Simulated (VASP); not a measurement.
# CrO2 (P4_2/mnm) in VASP: single point with PBE+U

Aim: the single point of CrO2 with PBE+U.

Everything below comes from runs of VASP 6.6.1. Logs are shortened: lines on timing, memory, paths and dates and some standing lists are left out, and cuts for length are marked.

## 1. The cell of the first run

It takes space group P4_2/mnm (No. 136, tetragonal). The conventional cell has a = 4.421 Å, b = 4.421 Å, c = 2.917 Å, α = 90.00°, β = 90.00°, γ = 90.00°. Within 2.5 Å of Cr (site symmetry mmm) lie 6 O at 1.88 to 1.92 Å. Within 2.5 Å of O (site symmetry m2m) lie 3 Cr at 1.88 to 1.92 Å and 1 O at 2.49 Å.

## 2. Single point, PBE+U, collinear spin, ferromagnetic start

File INCAR:

```
PREC     = Accurate       # precision mode
ENCUT    = 520            # plane-wave cutoff, eV
EDIFF    = 1E-6           # SCF threshold, eV
ISMEAR   = 0              # smearing method
SIGMA    = 0.05           # smearing width, eV
LREAL    = False          # projectors in reciprocal space
LASPH    = True           # aspherical terms in the spheres
NELM     = 150            # most SCF steps
ALGO     = Fast           # electronic algorithm
ISIF     = 2              # what is computed and relaxed
LWAVE    = False          # write WAVECAR
LCHARG   = False          # write CHGCAR
ISPIN    = 2              # spin polarisation
MAGMOM   = 2 2 0 0 0 0    # initial moments
LORBIT   = 11             # projections on sites
LMAXMIX  = 4              # l up to which the mixer works
LDAU     = True           # DFT+U
LDAUTYPE = 2            
LDAUL    = 2 -1           # shell
LDAUU    = 2 0            # U, eV
LDAUJ    = 0 0          
LDAUPRINT= 1            
GGA      = PE             # functional
NBANDS   = 37             # bands
```

File KPOINTS:

```
Automatic mesh
0
Gamma
  4 4 6
```

File POSCAR:

```
CrO2
1.0
    4.4210008300      0.0000000000      0.0000000000
    0.0000000000      4.4210008300      0.0000000000
    0.0000000000      0.0000000000      2.9170005500
Cr O
2 4
Direct
    0.0000000000      0.0000000000      0.0000000000
    0.5000000000      0.5000000000      0.5000000000
    0.3010000000      0.3010000000      0.0000000000
    0.1990000000      0.8010000000      0.5000000000
    0.6990000000      0.6990000000      0.0000000000
    0.8010000000      0.1990000000      0.5000000000
```

Potentials or basis: VASP PAW PBE potentials, release 64 (Cr_pv, O).

Run with:

```console
$ cat potpaw_PBE.64/Cr_pv/POTCAR potpaw_PBE.64/O/POTCAR > POTCAR
$ mpirun -np 1 vasp_std > vasp.out
```

OUTCAR:

```text
PREC = Accurate
   ENCUT = 520
   EDIFF = 1E-6
   ISMEAR = 0
   LREAL = False
   LASPH = True
   NELM = 150
   ISIF = 2
   ISPIN = 2
   LORBIT = 11
   GGA = PE

 ion  position               nearest neighbor table
   1  0.000  0.000  0.000-   3 1.88   5 1.88   4 1.92   6 1.92   4 1.92   6 1.92
   2  0.500  0.500  0.500-   4 1.88   6 1.88   5 1.92   3 1.92   3 1.92   5 1.92
   3  0.301  0.301  0.000-   1 1.88   2 1.92   2 1.92
   4  0.199  0.801  0.500-   2 1.88   1 1.92   1 1.92
   5  0.699  0.699  0.000-   1 1.88   2 1.92   2 1.92
   6  0.801  0.199  0.500-   2 1.88   1 1.92   1 1.92

  LATTYP: Found a simple tetragonal cell.
 ALAT       =     4.4210008300
 C/A-ratio  =     0.6598054744

  Lattice vectors:

 A1 = (   4.4210008300,   0.0000000000,   0.0000000000)
 A2 = (   0.0000000000,   4.4210008300,   0.0000000000)
 A3 = (   0.0000000000,   0.0000000000,   2.9170005500)

Analysis of symmetry for initial positions (statically):
=====================================================================
 Subroutine PRICEL returns:
 Original cell was already a primitive cell.

 Routine SETGRP: Setting up the symmetry group for a
 simple tetragonal supercell.

 Subroutine GETGRP returns: Found 16 space group operations
 (whereof  8 operations were pure point group operations)
 out of a pool of 16 trial point group operations.

The static configuration has the point symmetry D_2h.
 The point group associated with its full space group is D_4h.

Analysis of symmetry for dynamics (positions and initial velocities):
=====================================================================
 Subroutine PRICEL returns:
 Original cell was already a primitive cell.

 Routine SETGRP: Setting up the symmetry group for a
 simple tetragonal supercell.

 Subroutine GETGRP returns: Found 16 space group operations
 (whereof  8 operations were pure point group operations)
 out of a pool of 16 trial point group operations.

The dynamic configuration has the point symmetry D_2h.
 The point group associated with its full space group is D_4h.

Analysis of structural, dynamic, and magnetic symmetry:
=====================================================================
 Subroutine PRICEL returns:
 Original cell was already a primitive cell.

 Routine SETGRP: Setting up the symmetry group for a
 simple tetragonal supercell.

 Subroutine GETGRP returns: Found 16 space group operations
[... 219 lines left out ...]
  o =  0.9423  v = -0.5523 -0.0000  0.8337  0.0000  0.0000  0.0000  0.0000  0.0000  0.0000  0.0000      0.0000  0.0000  0.0000  0.0000  0.0000  0.0000  0.0000  0.0000  0.0000  0.0000

 number of electron      48.0000027 magnetization       3.9999993

 Free energy of the ion-electron system (eV)
  ---------------------------------------------------
  ext. energy  EPLUGINS =         0.00000000
  ---------------------------------------------------
  free energy    TOTEN  =       -46.94502931 eV

  energy without entropy =      -46.94257626  energy(sigma->0) =      -46.94380278

 E-fermi :   5.4244     XC(G=0): -11.9058

 val. band max:        5.4142158487   @ k =   0.2500   0.0000   0.3333
 cond. band min:       5.4256742151   @ k =   0.2500   0.0000   0.1667
 fundamental gap:      0.0114583664
 Fermi energy:         5.4243667762

 spin component 1

 k-point     1 :       0.0000    0.0000    0.0000
  band No.  band energies     occupation
      1     -39.4015      1.00000
      2     -39.4015      1.00000
      3     -39.3087      1.00000
      4     -39.3087      1.00000
      5     -39.1404      1.00000
      6     -39.1262      1.00000
[... 925 lines left out ...]
     35      17.0831      0.00000
     36      17.0832      0.00000
 Fermi energy:         5.4243667762

 spin component 2

 k-point     1 :       0.0000    0.0000    0.0000
  band No.  band energies     occupation
      1     -37.2344      1.00000
      2     -37.2344      1.00000
      3     -36.9759      1.00000
      4     -36.9759      1.00000
      5     -36.5806      1.00000
      6     -36.5635      1.00000
[... 925 lines left out ...]
     35      19.7065      0.00000
     36      20.2946      0.00000
 [bands above 36 left out]

------------------------ aborting loop because EDIFF is reached ----------------------------------------

  FORCE on cell =-STRESS in cart. coord.  units (eV):
  Direction    XX          YY          ZZ          XY          YZ          ZX
  --------------------------------------------------------------------------------------
  -------------------------------------------------------------------------------------
  Total        2.3354697      2.3354697      3.2004464      0.0000000      0.0000000      0.0000000
  in kB       65.6307121     65.6307121     89.9380425      0.0000000      0.0000000      0.0000000
  external PRESSURE =      73.7331556 kB  Pullay stress =       0.0000000 kB

 VOLUME and BASIS-vectors are now :
 -----------------------------------------------------------------------------
  energy-cutoff  :      520.00
  volume of cell :       57.01
      direct lattice vectors                 reciprocal lattice vectors
     4.421000830  0.000000000  0.000000000     0.226193127  0.000000000  0.000000000
     0.000000000  4.421000830  0.000000000     0.000000000  0.226193127  0.000000000
     0.000000000  0.000000000  2.917000550     0.000000000  0.000000000  0.342817899

 POSITION                                       TOTAL-FORCE (eV/Angst)
 -----------------------------------------------------------------------------------
      0.00000      0.00000      0.00000        -0.000000      0.000000      0.000000
      2.21050      2.21050      1.45850        -0.000000      0.000000      0.000000
      1.33072      1.33072      0.00000         0.041993      0.041993      0.000000
      0.87978      3.54122      1.45850        -0.041993      0.041993      0.000000
      3.09028      3.09028      0.00000        -0.041993     -0.041993     -0.000000
      3.54122      0.87978      1.45850         0.041993     -0.041993     -0.000000
 -----------------------------------------------------------------------------------
    total drift:                                0.000000      0.000000      0.000000

  FREE ENERGIE OF THE ION-ELECTRON SYSTEM (eV)
  ---------------------------------------------------
  free  energy   TOTEN  =       -46.9450293059 eV

  energy  without entropy=      -46.9425762571  energy(sigma->0) =      -46.94380278

 total charge

# of ion       s       p       d       tot
------------------------------------------
    1        0.371   6.470   3.999  10.841
    2        0.371   6.470   3.999  10.841
    3        1.572   3.473   0.000   5.045
    4        1.572   3.473   0.000   5.045
    5        1.572   3.473   0.000   5.045
    6        1.572   3.473   0.000   5.045
--------------------------------------------------
tot          7.029  26.832   7.999  41.860

 magnetization (x)

# of ion       s       p       d       tot
------------------------------------------
    1        0.026   0.034   2.198   2.258
    2        0.026   0.034   2.198   2.258
    3       -0.004  -0.134   0.000  -0.139
    4       -0.004  -0.134   0.000  -0.139
    5       -0.004  -0.134   0.000  -0.139
    6       -0.004  -0.134   0.000  -0.139
--------------------------------------------------
tot          0.035  -0.468   4.396   3.962
```

OSZICAR:

```text
N       E                     dE             d eps       ncg     rms          rms(c)
DAV:   1     0.584356872922E+03    0.58436E+03   -0.25925E+04  3552   0.146E+03
DAV:   2    -0.132122758695E+02   -0.59757E+03   -0.55058E+03  3727   0.447E+02
DAV:   3    -0.614026550584E+02   -0.48190E+02   -0.47392E+02  3922   0.140E+02
DAV:   4    -0.622060002018E+02   -0.80335E+00   -0.80011E+00  4130   0.185E+01
DAV:   5    -0.622219457826E+02   -0.15946E-01   -0.15867E-01  4563   0.244E+00    0.412E+01
RMM:   6    -0.532644367465E+02    0.89575E+01   -0.72301E+01  4045   0.523E+01    0.352E+01
RMM:   7    -0.483978956119E+02    0.48665E+01   -0.12247E+01  3839   0.230E+01    0.184E+01
RMM:   8    -0.470001968392E+02    0.13977E+01   -0.84476E-01  4147   0.570E+00    0.579E+00
RMM:   9    -0.469558723004E+02    0.44325E-01   -0.54233E-01  4106   0.393E+00    0.283E+00
RMM:  10    -0.469403992110E+02    0.15473E-01   -0.10313E-01  4127   0.221E+00    0.131E+00
RMM:  11    -0.469437387748E+02   -0.33396E-02   -0.21085E-02  4438   0.882E-01    0.585E-01
RMM:  12    -0.469446854961E+02   -0.94672E-03   -0.56365E-03  4543   0.393E-01    0.218E-01
RMM:  13    -0.469449254223E+02   -0.23993E-03   -0.15721E-03  4681   0.186E-01    0.106E-01
RMM:  14    -0.469449913521E+02   -0.65930E-04   -0.42563E-04  4894   0.766E-02    0.574E-02
RMM:  15    -0.469450223863E+02   -0.31034E-04   -0.13134E-04  4616   0.430E-02    0.275E-02
RMM:  16    -0.469450270904E+02   -0.47041E-05   -0.50852E-05  4456   0.217E-02    0.935E-03
RMM:  17    -0.469450287597E+02   -0.16693E-05   -0.17540E-05  3569   0.109E-02    0.515E-03
RMM:  18    -0.469450293059E+02   -0.54616E-06   -0.65313E-06  2979   0.542E-03
   1 F= -.46945029E+02 E0= -.46943803E+02  d E =-.245305E-02  mag=     4.0000
```

Wall time 3.8 min (1 thread of Oxide Virtual Turin-like, shared host); peak memory 0.2 GiB.

Results:

| Property | Result |
| --- | --- |
| Free energy | -46.9450 eV |
| Pressure | 7.4 GPa |
| Largest force | 0.059 eV/Å |
| Band gap on the k mesh | zero (filled and empty bands overlap) |
| Net moment | 4.00 μB per cell |
| Site moments | Cr +2.26; O -0.14 μB |
| Valence electrons inside the program's atomic spheres | Cr 10.84; O 5.04 |

Forces in eV/Å, atoms in the order of the input:
```
Cr   0.000  0.000  0.000
Cr   0.000  0.000  0.000
O    0.042  0.042  0.000
O   -0.042  0.042  0.000
O   -0.042 -0.042  0.000
O    0.042 -0.042  0.000
```

Levels at points of the mesh, in eV from the Fermi level:
Spin up:
```
           k point  band 23  band 24  band 25  band 26  band 27  band 28  band 29  band 30
(0.00, 0.00, 0.00)    -1.29    -1.18    -0.83    -0.83    -0.22     1.36     1.40     4.02
(0.50, 0.00, 0.00)    -1.08    -1.08    -0.50    -0.50     0.51     0.51     3.66     3.66
(0.50, 0.50, 0.00)    -1.79    -1.79    -1.54    -1.54     1.13     1.13     3.01     3.01
(0.00, 0.00, 0.50)    -1.30    -1.30     0.21     0.21     0.62     0.62     2.77     2.77
(0.50, 0.00, 0.50)    -1.50    -1.50    -1.22    -1.22     0.97     0.97     1.94     1.94
(0.50, 0.50, 0.50)    -1.31    -1.31    -0.13    -0.13     0.04     0.04     3.25     3.25
```
Spin down:
| k point | band 20 | band 21 | band 22 | band 23 | band 24 | band 25 |
| --- | --- | --- | --- | --- | --- | --- |
| (0.00, 0.00, 0.00) | -1.13 | -1.13 | -0.69 | 1.81 | 1.88 | 2.11 |
| (0.50, 0.00, 0.00) | -2.53 | -1.48 | -1.48 | 2.49 | 2.49 | 2.85 |
| (0.50, 0.50, 0.00) | -2.25 | -1.98 | -1.98 | 1.85 | 1.85 | 2.30 |
| (0.00, 0.00, 0.50) | -3.31 | -2.28 | -2.28 | 2.49 | 2.49 | 3.14 |
| (0.50, 0.00, 0.50) | -2.74 | -1.83 | -1.83 | 1.63 | 1.63 | 3.13 |
| (0.50, 0.50, 0.50) | -2.11 | -1.35 | -1.35 | 2.14 | 2.14 | 2.98 |

Eigenvalues of the final occupation matrices:
```
    site  spin  trace               eigenvalues
site 1 d     1   3.12  0.40 0.44 0.52 0.82 0.94
site 1 d     2   0.92  0.07 0.10 0.12 0.31 0.32
site 2 d     1   3.12  0.40 0.44 0.52 0.82 0.94
site 2 d     2   0.92  0.07 0.10 0.12 0.31 0.32
```

Caveat: the cell stands under pressure; the run started ferromagnetic, and an antiferromagnetic order may lie lower in energy. The state reached can hang on the start; a lower one may exist.
